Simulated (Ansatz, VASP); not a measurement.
## Two plane-wave programs on C

INCAR

```
SYSTEM = C
  PREC = Accurate
  ENCUT = 520
  EDIFF = 1E-7
  ISMEAR = -1
  SIGMA = 0.05
  LREAL = .FALSE.
  LASPH = .TRUE.
  NELM = 60
  ALGO = Normal
  ISIF = 2
  LWAVE = .FALSE.
  LCHARG = .FALSE.
  GGA = CA
  NBANDS = 11
```

KPOINTS

```
regular mesh
0
G
  7 7 7
  0 0 0
```

Contents of POSCAR:

```
C
1.0
    0.0000000000      1.7833700000      1.7833700000
    1.7833700000      0.0000000000      1.7833700000
    1.7833700000      1.7833700000      0.0000000000
C
2
Direct
    0.7500000000      0.7500000000      0.7500000000
    0.5000000000      0.5000000000      0.5000000000
```

File input.yaml:

```yaml
crystal:
  lattice:
    - [0.0, 1.78337, 1.78337]
    - [1.78337, 0.0, 1.78337]
    - [1.78337, 1.78337, 0.0]
  atoms:
    - { symbol: C, position: [0.75, 0.75, 0.75] }
    - { symbol: C, position: [0.5, 0.5, 0.5] }
hamiltonian:
  xc: lda
  pseudopotentials: { kind: paw }
kpoints:
  mp_grid: { grid: [7, 7, 7] }
scf:
  occupations: { method: fermi_dirac, width: 0.05 }
  n_extra_bands: 6
output:
  forces: true
  stress: true
  eigenvalues: true
  dos: { projected: true, de: 0.05, nscf_kmesh: { grid: [11, 11, 11] } }
```

Alike in both runs: functional LDA; k mesh 7 × 7 × 7; occupations fermi-dirac, width 0.05 eV; no spin polarisation.

|  | VASP | Ansatz |
| --- | --- | --- |
| version | VASP 6.6.1 | Ansatz 0.2.0 |
| potentials or method | VASP PAW LDA potentials, release 64 (C) | Ansatz PAW |
| plane-wave cutoff (eV) | 520 | 420 |
| valence electrons in the cell | 8 | 8 |
| task | single point | projected density of states |

Ansatz gave:

* gap on the k mesh at the Fermi level (eV): 4.23
* least direct gap on the mesh (eV): 5.54
* pressure (GPa): -13.1

Question: What did VASP give for the same quantities?

Answer: gap on the k mesh at the Fermi level (eV): 4.22; least direct gap on the mesh (eV): 5.54; pressure (GPa): -11.6.

LDA's correlation is that of Perdew and Zunger in VASP and of Perdew and Wang (1992) in Ansatz.

The k mesh is coarse, so the values compare programs but aren't converged. Noted on Ansatz's run: Pulay correction over one GPa; odd divisions of the mesh miss points on the zone boundary, where band edges often lie, so the gap on the mesh can be too wide.
